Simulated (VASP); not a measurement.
# AlN (Fm-3m) in VASP: settings compared

AlN is run at these levels: RPBE, PBE, PBEsol; tasks: single point.

Program: VASP 6.6.1. These are calculated values, not measurements. Logs are shortened: lines on timing, memory, paths and dates and some standing lists are left out, and cuts for length are marked.

### Step 1. The cell of the first run

Symmetry: Fm-3m, No. 225, cubic system. The conventional cell has a = 4.039 Å, b = 4.039 Å, c = 4.039 Å, α = 90.00°, β = 90.00°, γ = 90.00°. Al (site symmetry m-3m) has 6 N at 2.02 Å within 2.7 Å. N (site symmetry m-3m) has 6 Al at 2.02 Å within 2.7 Å.

### Step 2. Single point, RPBE

INCAR reads:

```
PREC = Accurate ; ENCUT = 600
EDIFF = 1E-6 ; ISMEAR = -5
SIGMA = 0.02 ; LREAL = False
LASPH = True ; NELM = 120
ALGO = Normal ; ISIF = 2
LWAVE = False ; LCHARG = True
GGA = RP ; LELF = True
LVHAR = True ; NBANDS = 11
GGA_COMPAT = False
```

KPOINTS reads:

```
regular mesh
0
Gamma
  10 10 10
```

POSCAR reads:

```
AlN
1.0
    0.0000000000      2.0194829120      2.0194829120
    2.0194829120      0.0000000000      2.0194829120
    2.0194829120      2.0194829120      0.0000000000
Al N
1 1
Direct
    0.5000000000      0.5000000000      0.5000000000
    0.0000000000      0.0000000000      0.0000000000
```

Potentials or basis: VASP PAW PBE potentials, release 64 (Al, N).

The run is started by

```console
cat potpaw_PBE.64/Al/POTCAR potpaw_PBE.64/N/POTCAR > POTCAR
mpirun -np 1 vasp_std > vasp.out
```

OUTCAR:

```text
PREC = Accurate
   ENCUT = 600
   EDIFF = 1E-6
   ISMEAR = -5
   LREAL = False
   LASPH = True
   NELM = 120
   ISIF = 2
   GGA = RP

 ion  position               nearest neighbor table
   1  0.500  0.500  0.500-   2 2.02   2 2.02   2 2.02   2 2.02   2 2.02   2 2.02
   2  0.000  0.000  0.000-   1 2.02   1 2.02   1 2.02   1 2.02   1 2.02   1 2.02

  LATTYP: Found a face centered cubic cell.
 ALAT       =     4.0389658240

  Lattice vectors:

 A1 = (   0.0000000000,   2.0194829120,   2.0194829120)
 A2 = (   2.0194829120,   0.0000000000,   2.0194829120)
 A3 = (   2.0194829120,   2.0194829120,   0.0000000000)

Analysis of symmetry for initial positions (statically):
=====================================================================
 Subroutine PRICEL returns:
 Original cell was already a primitive cell.

 Routine SETGRP: Setting up the symmetry group for a
 face centered cubic supercell.

 Subroutine GETGRP returns: Found 48 space group operations
 (whereof 48 operations were pure point group operations)
 out of a pool of 48 trial point group operations.

The static configuration has the point symmetry O_h .

Analysis of symmetry for dynamics (positions and initial velocities):
=====================================================================
 Subroutine PRICEL returns:
 Original cell was already a primitive cell.

 Routine SETGRP: Setting up the symmetry group for a
 face centered cubic supercell.

 Subroutine GETGRP returns: Found 48 space group operations
 (whereof 48 operations were pure point group operations)
 out of a pool of 48 trial point group operations.

The dynamic configuration has the point symmetry O_h .

 Subroutine INISYM returns: Found 48 space group operations
 (whereof 48 operations are pure point group operations),
 and found     1 'primitive' translations

----------------------------------------------------------------------------------------

                                     Primitive cell

  volume of cell :      16.4722

  direct lattice vectors                    reciprocal lattice vectors
     0.000000000  2.019482912  2.019482912    -0.247588131  0.247588131  0.247588131
     2.019482912  0.000000000  2.019482912     0.247588131 -0.247588131  0.247588131
     2.019482912  2.019482912  0.000000000     0.247588131  0.247588131 -0.247588131

  length of vectors
     2.855980123  2.855980123  2.855980123     0.428835222  0.428835222  0.428835222

  position of ions in fractional coordinates (direct lattice)
     0.500000000  0.500000000  0.500000000
     0.000000000  0.000000000  0.000000000

  ion indices of the primitive-cell ions
   primitive index   ion index
                 1           1
                 2           2

----------------------------------------------------------------------------------------

 KPOINTS: regular mesh

Automatic generation of k-mesh.
 Grid dimensions read from file:
 generate k-points for:   10   10   10

 Generating k-lattice:

  Cartesian coordinates                     Fractional coordinates (reciprocal lattice)
    -0.024758813  0.024758813  0.024758813     0.100000000  0.000000000  0.000000000
     0.024758813 -0.024758813  0.024758813     0.000000000  0.100000000  0.000000000
     0.024758813  0.024758813 -0.024758813     0.000000000  0.000000000  0.100000000

  Length of vectors
     0.042883522  0.042883522  0.042883522

  Shift w.r.t. Gamma in fractional coordinates (k-lattice)
     0.000000000  0.000000000  0.000000000

 TETIRR: Found    148 inequivalent tetrahedra from     6000

 Subroutine IBZKPT returns following result:
 ===========================================

 Found     47 irreducible k-points:

 Following reciprocal coordinates:
            Coordinates               Weight
  0.000000  0.000000  0.000000      1.000000
  0.100000  0.000000  0.000000      8.000000
  0.200000  0.000000  0.000000      8.000000
  0.300000  0.000000  0.000000      8.000000
  0.400000  0.000000  0.000000      8.000000
  0.500000  0.000000  0.000000      4.000000
[... 16 lines left out ...]
  0.300000  0.300000  0.000000      6.000000
  0.400000  0.300000  0.000000     24.000000
 [... further k-points ...]
   k-points           NKPTS =     47   k-points in BZ     NKDIM =     47   number of bands    NBANDS=     11
   number of dos      NEDOS =    301   number of ions     NIONS =      2
   total plane-waves  NPLWV =  13824
   dimension x,y,z NGX =    24 NGY =   24 NGZ =   24
   dimension x,y,z NGXF=    48 NGYF=   48 NGZF=   48
   ions per type =               1   1
   NGX,Y,Z   is equivalent  to a cutoff of  13.97, 13.97, 13.97 a.u.
   NGXF,Y,Z  is equivalent  to a cutoff of  27.94, 27.94, 27.94 a.u.
 SYSTEM =  unknown system
   PREC   = accura    normal or accurate (medium, high low for compatibility)
   ISTART =      0    job   : 0-new  1-cont  2-samecut
   ICHARG =      2    charge: 1-file 2-atom 10-const
   ISPIN  =      1    spin polarized calculation?
   LNONCOLLINEAR =      F non collinear calculations
   LSORBIT =      F    spin-orbit coupling
   LASPH  =      T    aspherical Exc in radial PAW
   ENCUT  =  600.0 eV  44.10 Ry    6.64 a.u.   5.70  5.70  5.70*2*pi/ulx,y,z
   NELM   =    120;   NELMIN=  2; NELMDL= -5     # of ELM steps
   EDIFF  = 0.1E-05   stopping-criterion for ELM
   LREAL  =      F    real-space projection
   EDIFFG = 0.1E-04   stopping-criterion for IOM
   NSW    =      0    number of steps for IOM
   IBRION =     -1    ionic relax: 0-MD 1-quasi-New 2-CG
   NFREE  =      0    steps in history (QN), initial steepest desc. (CG)
   ISIF   =      2    stress and relaxation
   ISYM   =      2    0-nonsym 1-usesym 2-fastsym
   POTIM  = 0.5000    time-step for ionic-motion
   TEBEG  =    0.0;   TEEND  =   0.0 temperature during run
   PSTRESS=    0.0 pullay stress
   NELECT =       8.0000    total number of electrons
   NUPDOWN=      -1.0000    fix difference up-down
   EMIN   =  10.00;   EMAX   =-10.00  energy-range for DOS
   EFERMI =   0.00;   METHOD = LEGACY
   ISMEAR =    -5;   SIGMA  =   0.02  broadening in eV -4-tet -1-fermi 0-gaus
   EFERMI_NEDOS =   21; number of points for ismear=-14 and -15
   IALGO  =     38    algorithm
   IMIX   =      4    mixing-type and parameters
     AMIX     =   0.40;   BMIX     =  1.00
     AMIX_MAG =   1.60;   BMIX_MAG =  1.00
  volume/ion in A,a.u.               =       8.24        55.58
  Fermi-wavevector in a.u.,A,eV,Ry     =   1.286830  2.431757 22.530329  1.655932
  Thomas-Fermi vector in A             =   2.418881
   LORBIT       =      0    0 simple, 1 ext, 2 COOP (PROOUT), +10 PAW based schemes
   GGA     = RP    functional components
   LHFCALC =     F    Hartree Fock is set to
   AEXX    =    0.0000 exact exchange contribution
   IVDW    =     0    specifies the selected vdW correction
   LEPSILON=     F    determine dielectric tensor
   LRPA    =     F    only Hartree local field effects (RPA)
 non-spin polarized calculation
 Fermi weights with tetrahedron method with Bloechl corrections
  energy-cutoff  :      600.00
  volume of cell :       16.47
 maximum number of plane-waves:       568
   NGX = 11   NGY = 11   NGZ = 11

 number of electron       7.9999999 magnetization

 Free energy of the ion-electron system (eV)
  ---------------------------------------------------
  ext. energy  EPLUGINS =         0.00000000
  ---------------------------------------------------
  free energy    TOTEN  =       -13.76589567 eV

  energy without entropy =      -13.76589567  energy(sigma->0) =      -13.76589567

 E-fermi :  10.1801     XC(G=0): -12.2047

 val. band max:       10.1205605343   @ k =   0.0000   0.0000   0.0000
 cond. band min:      14.8684818808   @ k =   0.5000   0.5000   0.0000
 fundamental gap:      4.7479213465
 Fermi energy:        10.1800583995

 k-point     1 :       0.0000    0.0000    0.0000
  band No.  band energies     occupation
      1      -7.5113      2.00000
      2      10.1206      2.00000
      3      10.1206      2.00000
      4      10.1206      2.00000
      5      15.8648      0.00000
      6      22.3068      0.00000
      7      22.3068      0.00000
      8      22.3068      0.00000
      9      27.4439      0.00000
     10      27.9278      0.00000
     11      27.9278      0.00000

 k-point     2 :       0.1000    0.0000    0.0000
  band No.  band energies     occupation
      1      -7.3063      2.00000
      2       9.0993      2.00000
      3       9.9967      2.00000
      4       9.9967      2.00000
      5      16.4939      0.00000
      6      21.4098      0.00000
      7      22.6109      0.00000
      8      22.6109      0.00000
      9      26.4303      0.00000
     10      26.4303      0.00000
     11      28.5244      0.00000

 k-point     3 :       0.2000    0.0000    0.0000
  band No.  band energies     occupation
      1      -6.7105      2.00000
      2       6.9504      2.00000
      3       9.6960      2.00000
      4       9.6960      2.00000
      5      17.1254      0.00000
      6      20.9448      0.00000
      7      22.8238      0.00000
      8      22.8238      0.00000
      9      25.8324      0.00000
     10      25.8324      0.00000
     11      27.8976      0.00000
[... 267 lines left out ...]
 k-point    23 :       0.3000    0.3000    0.0000
  band No.  band energies     occupation
      1      -5.2615      2.00000
      2       5.2806      2.00000
      3       8.0922      2.00000
      4       8.0922      2.00000
      5      16.8268      0.00000
      6      17.1325      0.00000
      7      21.9828      0.00000
      8      25.8908      0.00000
      9      25.8908      0.00000
     10      30.6867      0.00000
     11      34.4013      0.00000

 k-point    24 :       0.4000    0.3000    0.0000
  band No.  band energies     occupation
      1      -4.5087      2.00000
      2       4.2468      2.00000
      3       7.3165      2.00000
      4       7.8335      2.00000
      5      16.3619      0.00000
      6      17.0957      0.00000
      7      22.4306      0.00000
      8      25.8655      0.00000
      9      26.6433      0.00000
     10      32.0027      0.00000
     11      35.0609      0.00000

 [... further k-points ...]

------------------------ aborting loop because EDIFF is reached ----------------------------------------

  FORCE on cell =-STRESS in cart. coord.  units (eV):
  Direction    XX          YY          ZZ          XY          YZ          ZX
  --------------------------------------------------------------------------------------
  -------------------------------------------------------------------------------------
  Total        1.0350253      1.0350253      1.0350253      0.0000000      0.0000000     -0.0000000
  in kB      100.6725303    100.6725303    100.6725303      0.0000000      0.0000000     -0.0000000
  external PRESSURE =     100.6725303 kB  Pullay stress =       0.0000000 kB

 VOLUME and BASIS-vectors are now :
 -----------------------------------------------------------------------------
  energy-cutoff  :      600.00
  volume of cell :       16.47
      direct lattice vectors                 reciprocal lattice vectors
     0.000000000  2.019482912  2.019482912    -0.247588131  0.247588131  0.247588131
     2.019482912  0.000000000  2.019482912     0.247588131 -0.247588131  0.247588131
     2.019482912  2.019482912  0.000000000     0.247588131  0.247588131 -0.247588131

 POSITION                                       TOTAL-FORCE (eV/Angst)
 -----------------------------------------------------------------------------------
      2.01948      2.01948      2.01948         0.000000     -0.000000     -0.000000
      0.00000      0.00000      0.00000         0.000000      0.000000      0.000000
 -----------------------------------------------------------------------------------
    total drift:                                0.000000     -0.000000     -0.000000

  FREE ENERGIE OF THE ION-ELECTRON SYSTEM (eV)
  ---------------------------------------------------
  free  energy   TOTEN  =       -13.7658956679 eV

  energy  without entropy=      -13.7658956679  energy(sigma->0) =      -13.76589567
```

Wall time 6.8 s (1 thread of AMD EPYC 9R45 (Zen 5), shared host); peak memory 0.11 GiB.

What came out:

```
Free energy            : -13.7659 eV
Pressure               : 10.1 GPa
Band gap on the k mesh : 4.75 eV, indirect (least direct gap 5.74 eV)
```

Levels at points of the mesh, in eV from the valence-band top:
| k point | band 1 | band 2 | band 3 | band 4 | band 5 | band 6 | band 7 | band 8 |
| --- | --- | --- | --- | --- | --- | --- | --- | --- |
| (0.00, 0.00, 0.00) | -17.63 | 0.00 | 0.00 | 0.00 | 5.74 | 12.19 | 12.19 | 12.19 |
| (0.50, 0.00, 0.00) | -14.39 | -8.31 | -1.09 | -1.09 | 6.17 | 11.11 | 11.11 | 13.47 |
| (0.50, 0.50, 0.00) | -13.41 | -7.40 | -2.81 | -2.81 | 4.75 | 5.30 | 14.17 | 17.43 |

Caveat: the PAW data sets were made with another functional, which shifts forces and pressure a little. A hybrid or GW would open this gap; RPBE tends to underestimate it.

### Step 3. Single point, PBE

This run uses another cell than the first one, of 9.17 Å³/atom, 1.113 times its volume.

INCAR reads:

```
SYSTEM = AlN
PREC = Accurate
ENCUT = 600
EDIFF = 1E-6
ISMEAR = 0
SIGMA = 0.02
LREAL = .False.
LASPH = .True.
NELM = 120
ALGO = Normal
ISIF = 2
LWAVE = .False.
LCHARG = .False.
GGA = PE
NBANDS = 11
GGA_COMPAT = .False.
```

KPOINTS reads:

```
regular mesh
0
Gamma
  10 10 10
  0 0 0
```

POSCAR reads:

```
AlN
1.0
    0.0000000000      2.0927865955      2.0927865955
    2.0927865955      0.0000000000      2.0927865955
    2.0927865955      2.0927865955      0.0000000000
Al N
1 1
Direct
    0.5000000000      0.5000000000      0.5000000000
    0.0000000000      0.0000000000      0.0000000000
```

Potentials or basis: VASP PAW PBE potentials, release 64 (Al, N).

The run is started by

```console
cat potpaw_PBE.64/Al/POTCAR potpaw_PBE.64/N/POTCAR > POTCAR
mpirun -np 1 vasp_std > vasp.out
```

Wall time 6.4 s (1 thread of AMD EPYC 9R45 (Zen 5), shared host); peak memory 0.11 GiB.

The run converged. Its results:

```yaml
Free_energy: -14.4590 eV
Pressure: -18.1 GPa
Band_gap_on_the_k_mesh: 3.65 eV, indirect (least direct gap 4.26 eV)
```

Levels at points of the mesh, in eV from the valence-band top:
```csv
k point,band 2,band 3,band 4,band 5,band 6,band 7
"(0.00, 0.00, 0.00)",0.00,0.00,0.00,4.26,11.83,11.83
"(0.50, 0.00, 0.00)",-7.67,-0.90,-0.90,5.50,10.18,10.18
"(0.50, 0.50, 0.00)",-6.71,-2.54,-2.54,3.65,5.45,12.82
```

[end of part 1 of 2]
